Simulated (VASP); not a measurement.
# Se (Fd-3m) in VASP: further runs

Se is run at these levels: LDA; tasks: single point.

Everything below comes from runs of VASP 6.6.1. Logs are shortened: lines on timing, memory, paths and dates and some standing lists are left out, and cuts for length are marked.

## 1. The cell of the first run

The structure is cubic, space group Fd-3m (No. 227). The conventional cell has a = 5.425 Å, b = 5.425 Å, c = 5.425 Å, α = 90.00°, β = 90.00°, γ = 90.00°. Se (site symmetry -43m) has 4 Se at 2.35 Å within 3.1 Å.

## 2. Single point, LDA (volume scaled by 0.68)

INCAR reads:

```
SYSTEM = Se
PREC = Accurate
ENCUT = 520
EDIFF = 1E-6
ISMEAR = -1
SIGMA = 0.08
LREAL = .FALSE.
LASPH = .TRUE.
NELM = 80
ALGO = Normal
ISIF = 2
LWAVE = .FALSE.
LCHARG = .TRUE.
GGA = CA
LELF = .TRUE.
LVHAR = .TRUE.
NBANDS = 13
```

KPOINTS reads:

```
Automatic mesh
0
G
  11 11 11
  0 0 0
```

POSCAR reads:

```
Se
1.0
    0.0000000000      2.7123146435      2.7123146435
    2.7123146435      0.0000000000      2.7123146435
    2.7123146435      2.7123146435      0.0000000000
Se
2
Direct
   -0.1250000000     -0.1250000000     -0.1250000000
    0.1250000000      0.1250000000      0.1250000000
```

Potentials or basis: VASP PAW LDA potentials, release 64 (Se).

Started as:

```console
cat potpaw_LDA.64/Se/POTCAR > POTCAR
mpirun -np 1 vasp_std > vasp.out
```

OUTCAR:

```text
SYSTEM = Se
   PREC = Accurate
   ENCUT = 520
   EDIFF = 1E-6
   ISMEAR = -1
   LREAL = .FALSE.
   LASPH = .TRUE.
   NELM = 80
   ISIF = 2
   GGA = CA

 ion  position               nearest neighbor table
   1  0.875  0.875  0.875-   2 2.35   2 2.35   2 2.35   2 2.35
   2  0.125  0.125  0.125-   1 2.35   1 2.35   1 2.35   1 2.35

  LATTYP: Found a face centered cubic cell.
 ALAT       =     5.4246292870

  Lattice vectors:

 A1 = (   0.0000000000,   2.7123146435,   2.7123146435)
 A2 = (   2.7123146435,   0.0000000000,   2.7123146435)
 A3 = (   2.7123146435,   2.7123146435,   0.0000000000)

Analysis of symmetry for initial positions (statically):
=====================================================================
 Subroutine PRICEL returns:
 Original cell was already a primitive cell.

 Routine SETGRP: Setting up the symmetry group for a
 face centered cubic supercell.

 Subroutine GETGRP returns: Found 48 space group operations
 (whereof 12 operations were pure point group operations)
 out of a pool of 48 trial point group operations.

The static configuration has the point symmetry D_3d.
 The point group associated with its full space group is O_h .

Analysis of symmetry for dynamics (positions and initial velocities):
=====================================================================
 Subroutine PRICEL returns:
 Original cell was already a primitive cell.

 Routine SETGRP: Setting up the symmetry group for a
 face centered cubic supercell.

 Subroutine GETGRP returns: Found 48 space group operations
 (whereof 12 operations were pure point group operations)
 out of a pool of 48 trial point group operations.

The dynamic configuration has the point symmetry D_3d.
 The point group associated with its full space group is O_h .

 Subroutine INISYM returns: Found 48 space group operations
 (whereof 12 operations are pure point group operations),
 and found     1 'primitive' translations

----------------------------------------------------------------------------------------

                                     Primitive cell

  volume of cell :      39.9071

  direct lattice vectors                    reciprocal lattice vectors
     0.000000000  2.712314644  2.712314644    -0.184344394  0.184344394  0.184344394
     2.712314644  0.000000000  2.712314644     0.184344394 -0.184344394  0.184344394
     2.712314644  2.712314644  0.000000000     0.184344394  0.184344394 -0.184344394

  length of vectors
     3.835792154  3.835792154  3.835792154     0.319293857  0.319293857  0.319293857

  position of ions in fractional coordinates (direct lattice)
     0.875000000  0.875000000  0.875000000
     0.125000000  0.125000000  0.125000000

  ion indices of the primitive-cell ions
   primitive index   ion index
                 1           1
                 2           2

----------------------------------------------------------------------------------------

 KPOINTS: Automatic mesh

Automatic generation of k-mesh.
 Grid dimensions read from file:
 generate k-points for:   11   11   11

 Generating k-lattice:

  Cartesian coordinates                     Fractional coordinates (reciprocal lattice)
    -0.016758581  0.016758581  0.016758581     0.090909091  0.000000000  0.000000000
     0.016758581 -0.016758581  0.016758581     0.000000000  0.090909091  0.000000000
     0.016758581  0.016758581 -0.016758581     0.000000000  0.000000000  0.090909091

  Length of vectors
     0.029026714  0.029026714  0.029026714

  Shift w.r.t. Gamma in fractional coordinates (k-lattice)
     0.000000000  0.000000000  0.000000000

 Subroutine IBZKPT returns following result:
 ===========================================

 Found     56 irreducible k-points:

 Following reciprocal coordinates:
            Coordinates               Weight
  0.000000  0.000000  0.000000      1.000000
  0.090909  0.000000  0.000000      8.000000
  0.181818  0.000000  0.000000      8.000000
  0.272727  0.000000  0.000000      8.000000
  0.363636  0.000000  0.000000      8.000000
  0.454545  0.000000  0.000000      8.000000
[... 16 lines left out ...]
 -0.272727  0.181818  0.000000     24.000000
 -0.181818  0.181818  0.000000     12.000000
 [... further k-points ...]
   k-points           NKPTS =     56   k-points in BZ     NKDIM =     56   number of bands    NBANDS=     13
   number of dos      NEDOS =    301   number of ions     NIONS =      2
   total plane-waves  NPLWV =  27000
   dimension x,y,z NGX =    30 NGY =   30 NGZ =   30
   dimension x,y,z NGXF=    60 NGYF=   60 NGZF=   60
   ions per type =               2
   NGX,Y,Z   is equivalent  to a cutoff of  13.00, 13.00, 13.00 a.u.
   NGXF,Y,Z  is equivalent  to a cutoff of  26.00, 26.00, 26.00 a.u.
 SYSTEM =  Se
   PREC   = accura    normal or accurate (medium, high low for compatibility)
   ISTART =      0    job   : 0-new  1-cont  2-samecut
   ICHARG =      2    charge: 1-file 2-atom 10-const
   ISPIN  =      1    spin polarized calculation?
   LNONCOLLINEAR =      F non collinear calculations
   LSORBIT =      F    spin-orbit coupling
   LASPH  =      T    aspherical Exc in radial PAW
   ENCUT  =  520.0 eV  38.22 Ry    6.18 a.u.   7.13  7.13  7.13*2*pi/ulx,y,z
   NELM   =     80;   NELMIN=  2; NELMDL= -5     # of ELM steps
   EDIFF  = 0.1E-05   stopping-criterion for ELM
   LREAL  =      F    real-space projection
   EDIFFG = 0.1E-04   stopping-criterion for IOM
   NSW    =      0    number of steps for IOM
   IBRION =     -1    ionic relax: 0-MD 1-quasi-New 2-CG
   NFREE  =      0    steps in history (QN), initial steepest desc. (CG)
   ISIF   =      2    stress and relaxation
   ISYM   =      2    0-nonsym 1-usesym 2-fastsym
   POTIM  = 0.5000    time-step for ionic-motion
   TEBEG  =    0.0;   TEEND  =   0.0 temperature during run
   PSTRESS=    0.0 pullay stress
   NELECT =      12.0000    total number of electrons
   NUPDOWN=      -1.0000    fix difference up-down
   EMIN   =  10.00;   EMAX   =-10.00  energy-range for DOS
   EFERMI =   0.00;   METHOD = LEGACY
   ISMEAR =    -1;   SIGMA  =   0.08  broadening in eV -4-tet -1-fermi 0-gaus
   EFERMI_NEDOS =   21; number of points for ismear=-14 and -15
   IALGO  =     38    algorithm
   IMIX   =      4    mixing-type and parameters
     AMIX     =   0.40;   BMIX     =  1.00
     AMIX_MAG =   1.60;   BMIX_MAG =  1.00
  volume/ion in A,a.u.               =      19.95       134.65
  Fermi-wavevector in a.u.,A,eV,Ry     =   1.096777  2.072609 16.366731  1.202921
  Thomas-Fermi vector in A             =   2.233126
   LORBIT       =      0    0 simple, 1 ext, 2 COOP (PROOUT), +10 PAW based schemes
   GGA     = CA    functional components
   LHFCALC =     F    Hartree Fock is set to
   AEXX    =    0.0000 exact exchange contribution
   IVDW    =     0    specifies the selected vdW correction
   LEPSILON=     F    determine dielectric tensor
   LRPA    =     F    only Hartree local field effects (RPA)
 non-spin polarized calculation
  energy-cutoff  :      520.00
  volume of cell :       39.91
 maximum number of plane-waves:      1086
 NGX is ok and might be reduce to    30
   NGX = 15   NGY = 15   NGZ = 15

 number of electron      12.0000001 magnetization

 Free energy of the ion-electron system (eV)
  ---------------------------------------------------
  ext. energy  EPLUGINS =         0.00000000
  ---------------------------------------------------
  free energy    TOTEN  =        -5.53727155 eV

  energy without entropy =       -5.50093197  energy(sigma->0) =       -5.51910176

 E-fermi :   6.8362     XC(G=0): -10.4813

 val. band max:        6.8350441765   @ k =  -0.3636   0.2727   0.0909
 cond. band min:       6.8444125019   @ k =   0.4545   0.0000   0.0000
 fundamental gap:      0.0093683255
 Fermi energy:         6.8362189289

 k-point     1 :       0.0000    0.0000    0.0000
  band No.  band energies     occupation
      1     -12.2571      2.00000
      2      -1.3601      2.00000
      3       1.7135      2.00000
      4       1.7135      2.00000
      5       1.7135      2.00000
      6       5.3049      2.00000
      7       5.3049      2.00000
      8       5.3049      2.00000
      9      11.0107      0.00000
     10      14.0289      0.00000
     11      14.0289      0.00000
     12      16.5178      0.00000
     13      16.5178      0.00000

 k-point     2 :       0.0909    0.0000    0.0000
  band No.  band energies     occupation
      1     -12.1623      2.00000
      2      -2.0032      2.00000
      3       1.5758      2.00000
      4       1.5758      2.00000
      5       1.9799      2.00000
      6       5.5105      2.00000
      7       5.5105      2.00000
      8       5.5512      2.00000
      9      11.4440      0.00000
     10      13.6325      0.00000
     11      13.6325      0.00000
     12      16.1199      0.00000
     13      17.2966      0.00000

 k-point     3 :       0.1818    0.0000    0.0000
  band No.  band energies     occupation
      1     -11.8847      2.00000
      2      -3.2947      2.00000
      3       1.2652      2.00000
      4       1.2652      2.00000
      5       2.1414      2.00000
      6       5.9803      1.99995
      7       5.9803      1.99995
      8       6.4441      1.98524
      9      12.4117      0.00000
     10      13.1726      0.00000
     11      13.1726      0.00000
     12      15.6304      0.00000
     13      18.9245      0.00000

 k-point     4 :       0.2727    0.0000    0.0000
  band No.  band energies     occupation
      1     -11.4501      2.00000
      2      -4.6634      2.00000
      3       0.9396      2.00000
      4       0.9396      2.00000
      5       1.9938      2.00000
      6       6.4455      1.98499
      7       6.4455      1.98499
      8       7.8774      0.00000
      9      12.9831      0.00000
     10      13.2055      0.00000
     11      13.2055      0.00000
     12      15.9695      0.00000
     13      20.6243      0.00000

 k-point     5 :       0.3636    0.0000    0.0000
  band No.  band energies     occupation
      1     -10.9292      2.00000
      2      -5.8610      2.00000
      3       0.6906      2.00000
      4       0.6906      2.00000
      5       1.7866      2.00000
      6       6.7334      1.56679
      7       6.7334      1.56679
      8       9.5064      0.00000
      9      12.9872      0.00000
     10      13.8813      0.00000
     11      13.8813      0.00000
     12      16.1337      0.00000
     13      19.3174      0.00000
[... 257 lines left out ...]
 k-point    22 :      -0.3636    0.1818    0.0000
  band No.  band energies     occupation
      1     -10.2858      2.00000
      2      -6.7557      2.00000
      3      -1.1544      2.00000
      4       0.3425      2.00000
      5       3.5466      2.00000
      6       7.0511      0.12764
      7       7.5560      0.00025
      8       9.4873      0.00000
      9      12.6448      0.00000
     10      13.3273      0.00000
     11      15.3968      0.00000
     12      16.8756      0.00000
     13      19.5085      0.00000

 k-point    23 :      -0.2727    0.1818    0.0000
  band No.  band energies     occupation
      1     -10.7882      2.00000
      2      -5.9157      2.00000
      3      -0.9450      2.00000
      4       0.6702      2.00000
      5       3.5230      2.00000
      6       7.0245      0.17348
      7       7.0469      0.13402
      8       8.4225      0.00000
      9      12.4560      0.00000
     10      13.6139      0.00000
     11      14.9549      0.00000
     12      17.1916      0.00000
     13      18.8161      0.00000

 k-point    24 :      -0.1818    0.1818    0.0000
  band No.  band energies     occupation
      1     -11.2923      2.00000
      2      -4.9040      2.00000
      3      -0.4289      2.00000
      4       1.0250      2.00000
      5       3.3169      2.00000
      6       6.4566      1.98276
      7       6.4858      1.97525
      8       7.8620      0.00001
      9      12.2053      0.00000
     10      13.7863      0.00000
     11      13.9318      0.00000
     12      17.3390      0.00000
     13      19.1566      0.00000

 [... further k-points ...]
[... 5 lines left out ...]
  --------------------------------------------------------------------------------------
  -------------------------------------------------------------------------------------
  Total        9.7841827      9.7841827      9.7841827     -0.0000000      0.0000000      0.0000000
  in kB      392.8121706    392.8121706    392.8121706     -0.0000000      0.0000000      0.0000000
  external PRESSURE =     392.8121706 kB  Pullay stress =       0.0000000 kB

 VOLUME and BASIS-vectors are now :
 -----------------------------------------------------------------------------
  energy-cutoff  :      520.00
  volume of cell :       39.91
      direct lattice vectors                 reciprocal lattice vectors
     0.000000000  2.712314644  2.712314644    -0.184344394  0.184344394  0.184344394
     2.712314644  0.000000000  2.712314644     0.184344394 -0.184344394  0.184344394
     2.712314644  2.712314644  0.000000000     0.184344394  0.184344394 -0.184344394

 POSITION                                       TOTAL-FORCE (eV/Angst)
 -----------------------------------------------------------------------------------
      4.74655      4.74655      4.74655         0.000000     -0.000000     -0.000000
      0.67808      0.67808      0.67808        -0.000000      0.000000      0.000000
 -----------------------------------------------------------------------------------
    total drift:                               -0.000000      0.000000      0.000000

  FREE ENERGIE OF THE ION-ELECTRON SYSTEM (eV)
  ---------------------------------------------------
  free  energy   TOTEN  =        -5.5372715495 eV

  energy  without entropy=       -5.5009319684  energy(sigma->0) =       -5.51910176
```

It took 11 s on 1 thread of Intel Xeon 6975P-C (Granite Rapids), shared host; peak memory 0.15 GiB.

Results:

- Free energy: -5.5373 eV
- Pressure: 39.3 GPa
- Band gap on the k mesh: zero (band 6 reaches 7.73 eV, above the bottom of band 7 at 5.30 eV)

## 3. Single point, LDA (volume scaled by 0.76)

INCAR reads:

```
SYSTEM = Se
ALGO = Normal
EDIFF = 1E-6
ENCUT = 520
GGA = CA
ISIF = 2
ISMEAR = -1
LASPH = .TRUE.
LCHARG = .TRUE.
LELF = .TRUE.
LREAL = .FALSE.
LVHAR = .TRUE.
LWAVE = .FALSE.
NBANDS = 13
NELM = 100
PREC = Accurate
SIGMA = 0.08
```

KPOINTS reads:

```
k-points
0
G
  11 11 11
  0 0 0
```

POSCAR reads:

```
Se
1.0
    0.0000000000      2.8147616710      2.8147616710
    2.8147616710      0.0000000000      2.8147616710
    2.8147616710      2.8147616710      0.0000000000
Se
2
Direct
   -0.1250000000     -0.1250000000     -0.1250000000
    0.1250000000      0.1250000000      0.1250000000
```

Potentials or basis: VASP PAW LDA potentials, release 64 (Se).

Started as:

```console
cat potpaw_LDA.64/Se/POTCAR > POTCAR
mpirun -np 1 vasp_std > vasp.out
```

OUTCAR:

```text
SYSTEM = Se
   EDIFF = 1E-6
   ENCUT = 520
   GGA = CA
   ISIF = 2
   ISMEAR = -1
   LASPH = .TRUE.
   LREAL = .FALSE.
   NELM = 100
   PREC = Accurate

 ion  position               nearest neighbor table
   1  0.875  0.875  0.875-   2 2.44   2 2.44   2 2.44   2 2.44
   2  0.125  0.125  0.125-   1 2.44   1 2.44   1 2.44   1 2.44

  LATTYP: Found a face centered cubic cell.
 ALAT       =     5.6295233420

  Lattice vectors:

 A1 = (   0.0000000000,   2.8147616710,   2.8147616710)
 A2 = (   2.8147616710,   0.0000000000,   2.8147616710)
 A3 = (   2.8147616710,   2.8147616710,   0.0000000000)

[... 562 lines left out ...]
     10      12.1585      0.00000
     11      12.5325      0.00000
     12      15.8700      0.00000
     13      17.3067      0.00000

 [... further k-points ...]
[... 5 lines left out ...]
  --------------------------------------------------------------------------------------
  -------------------------------------------------------------------------------------
  Total        6.3122303      6.3122303      6.3122303      0.0000000      0.0000000      0.0000000
  in kB      226.7454265    226.7454265    226.7454265      0.0000000      0.0000000      0.0000000
  external PRESSURE =     226.7454265 kB  Pullay stress =       0.0000000 kB

 VOLUME and BASIS-vectors are now :
 -----------------------------------------------------------------------------
  energy-cutoff  :      520.00
  volume of cell :       44.60
      direct lattice vectors                 reciprocal lattice vectors
     0.000000000  2.814761671  2.814761671    -0.177634933  0.177634933  0.177634933
     2.814761671  0.000000000  2.814761671     0.177634933 -0.177634933  0.177634933
     2.814761671  2.814761671  0.000000000     0.177634933  0.177634933 -0.177634933

 POSITION                                       TOTAL-FORCE (eV/Angst)
 -----------------------------------------------------------------------------------
      4.92583      4.92583      4.92583         0.000000      0.000000      0.000000
      0.70369      0.70369      0.70369        -0.000000     -0.000000     -0.000000
 -----------------------------------------------------------------------------------
    total drift:                               -0.000000      0.000000      0.000000

  FREE ENERGIE OF THE ION-ELECTRON SYSTEM (eV)
  ---------------------------------------------------
  free  energy   TOTEN  =        -6.4283186500 eV

  energy  without entropy=       -6.3943898780  energy(sigma->0) =       -6.41135426
```

stdout:

```text
POSCAR found type information on POSCAR Se
 POSCAR found :  1 types and       2 ions
 scaLAPACK will be used
 LDA part: xc-table for (Slater(with rela. corr.)+CA(PZ))
 , standard interpolation
 POSCAR, INCAR and KPOINTS ok, starting setup
 FFT: planning ... GRIDC
 FFT: planning ... GRID_SOFT
 FFT: planning ... GRID
 WAVECAR not read
 entering main loop
```

Wall time 12 s (1 thread of Intel Xeon 6975P-C (Granite Rapids), shared host); peak memory 0.15 GiB.

Results:

```
Free energy            : -6.4283 eV
Pressure               : 22.7 GPa
Band gap on the k mesh : zero (band 6 reaches 6.14 eV, above the bottom of band 7 at 4.19 eV)
```

## 4. Single point, LDA (volume scaled by 0.76)

INCAR reads:

```
SYSTEM = Se
PREC     = Accurate       ! precision mode
ENCUT    = 520            ! plane-wave cutoff, eV
EDIFF    = 1E-7           ! SCF threshold, eV
ISMEAR   = -1             ! smearing method
SIGMA    = 0.08           ! smearing width, eV
LREAL    = .FALSE.        ! projectors in reciprocal space
LASPH    = .TRUE.         ! aspherical terms in the spheres
NELM     = 100            ! most SCF steps
ALGO     = Normal         ! electronic algorithm
ISIF     = 2              ! what is computed and relaxed
LWAVE    = .FALSE.        ! write WAVECAR
LCHARG   = .FALSE.        ! write CHGCAR
NBANDS   = 13             ! bands
```

KPOINTS reads:

```
Automatic mesh
0
G
  11 11 11
  0 0 0
```

POSCAR is that of step 3.

Started as:

```console
cat potpaw_LDA.64/Se/POTCAR > POTCAR
mpirun -np 1 vasp_std > vasp.out
```

It took 11 s on 1 thread of Intel Xeon 6975P-C (Granite Rapids), shared host; peak memory 0.15 GiB.

The run converged. Its results:

| Item | Value |
| --- | --- |
| Free energy | -6.4283 eV |
| Pressure | 22.7 GPa |
| Band gap on the k mesh | zero (band 6 reaches 6.14 eV, above the bottom of band 7 at 4.19 eV) |

Levels at points of the mesh, in eV from the Fermi level:
| k point | band 4 | band 5 | band 6 | band 7 | band 8 | band 9 |
| --- | --- | --- | --- | --- | --- | --- |
| (0.00, 0.00, 0.00) | -4.69 | -4.69 | -1.33 | -1.33 | -1.33 | 4.11 |

(Part 1 of 2 ends here.)
